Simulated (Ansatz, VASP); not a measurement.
**NaI: VASP beside Ansatz**

Contents of INCAR:

```
PREC     = Accurate       # precision mode
ENCUT    = 520            # plane-wave cutoff, eV
EDIFF    = 1E-6           # SCF threshold, eV
ISMEAR   = -1             # smearing method
SIGMA    = 0.01           # smearing width, eV
LREAL    = False          # projectors in reciprocal space
LASPH    = True           # aspherical terms in the spheres
NELM     = 60             # most SCF steps
ALGO     = Normal         # electronic algorithm
ISIF     = 2              # what is computed and relaxed
LWAVE    = False          # write WAVECAR
LCHARG   = False          # write CHGCAR
GGA      = PE             # functional
NBANDS   = 14             # bands
```

KPOINTS

```
regular mesh
0
Gamma
  7 7 7
```

Contents of POSCAR:

```
NaI
1.0
    0.0000000000      3.2146785402      3.2146785402
    3.2146785402      0.0000000000      3.2146785402
    3.2146785402      3.2146785402      0.0000000000
Na I
1 1
Direct
    0.0000000000      0.0000000000      0.0000000000
    0.5000000000      0.5000000000      0.5000000000
```

Input for Ansatz:

```yaml
crystal:
  lattice:
    - [0.0, 3.2146785402, 3.2146785402]
    - [3.2146785402, 0.0, 3.2146785402]
    - [3.2146785402, 3.2146785402, 0.0]
  atoms:
    - { symbol: Na, position: [0.0, 0.0, 0.0] }
    - { symbol: I, position: [0.5, 0.5, 0.5] }
kpoints:
  mp_grid: { grid: [7, 7, 7] }
scf:
  occupations: { method: fermi_dirac, width: 0.01 }
hamiltonian:
  xc: pbe
  pseudopotentials: { kind: all_electron, lapw: { basis_error: 0.001 } }
output:
  forces: true
  stress: true
  eigenvalues: true
```

Change from the starting cell: volume scaled by 0.98.

Alike in both runs: task single point; functional PBE; k mesh 7 × 7 × 7; occupations fermi-dirac, width 0.01 eV; no spin polarisation.

|  | VASP | Ansatz |
| --- | --- | --- |
| version | VASP 6.6.1 | Ansatz 0.2.0 |
| potentials or method | VASP PAW PBE potentials, release 64 (Na_pv, I), cutoff 520 eV | all-electron LAPW, scalar-relativistic |

```csv
,VASP,Ansatz,Ansatz less VASP
gap on the k mesh at the Fermi level (eV),3.70,3.70,+0.004
pressure (GPa),0.8,0.8,-0.01
```

Ansatz ran all-electron here, and VASP with PAW potentials.

Neither program's run includes spin-orbit coupling.
